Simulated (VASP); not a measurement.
Crystal: Nb.

```
Nb
1.0
    -1.62176    1.62176    1.62176
     1.62176   -1.62176    1.62176
     1.62176    1.62176   -1.62176
Nb
1
Direct
  0.00000 0.00000 0.00000
```

Base run:

```yaml
Program: VASP 6.6.1
Functional: PBE
Dispersion: D3(BJ)
Potentials_or_basis: VASP PAW PBE potentials, release 64 (Nb_sv)
Cutoff: 520 eV
k_mesh: 18 × 18 × 18
Occupations: gaussian, width 0.1 eV
Spin: no spin polarisation
```

Its results: band gap on the k mesh zero (an odd number of electrons rules out a gap without spin polarisation); pressure 3.6 GPa.

**Question.** The run is repeated on the same cell with these changes: dispersion from D3(BJ) to none; further incar settings from ALGO = Fast; EDIFF = 1e-06; NBANDS = 12 to ALGO = Normal; EDIFF = 1e-06; NBANDS = 12. What comes out?

**Answer.** Band gap on the k mesh zero (an odd number of electrons rules out a gap without spin polarisation); pressure 11.3 GPa.

Caveats: the cell stands under pressure.
